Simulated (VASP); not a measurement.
Wanted: the native input for a VASP 6.6.1 run.

```yaml
Task: single point
Functional: LDA
Potentials_or_basis: VASP PAW LDA potentials, release 64 (Ir_sv_GW)
Cutoff: 500 eV
k_mesh: 22 × 22 × 22
Occupations: gaussian, width 0.15 eV
Spin: no spin polarisation
Dipole_correction: no
Second_run: valence_matched
Further_INCAR_settings: ALGO = Normal; EDIFF = 1e-06; NBANDS = 14
```

The structure of Ir lies in POSCAR:

```
Ir
1.0
    0.0000000000      1.8882936738      1.8882936738
    1.8882936738      0.0000000000      1.8882936738
    1.8882936738      1.8882936738      0.0000000000
Ir
1
Direct
    0.0000000000      0.0000000000      0.0000000000
```

This cell differs from its parent crystal: volume 13.466 Å^3 an atom, c/a of the conventional cell 1.0000.

One way to write it, as run:

INCAR

```
  ALGO = Normal
  EDIFF = 1E-6
  ENCUT = 500
  GGA = CA
  GGA_COMPAT = F
  ISIF = 2
  ISMEAR = 0
  LASPH = T
  LCHARG = F
  LREAL = F
  LWAVE = F
  NBANDS = 14
  NELM = 120
  PREC = Accurate
  SIGMA = 0.15
```

KPOINTS

```
k-points
0
Gamma
  22 22 22
```

Potentials or basis: VASP PAW LDA potentials, release 64 (Ir_sv_GW).

Launch:

```console
$ cat potpaw_LDA.64/Ir_sv_GW/POTCAR > POTCAR
$ mpirun -np 1 vasp_std > vasp.out
```

It gave:

```yaml
Pressure: 10.2 GPa
```

It took 37 s on 1 thread of Intel(R) Xeon(R) Platinum 8559C (Emerald Rapids), with other jobs on the host, peak memory 0.17 GiB.
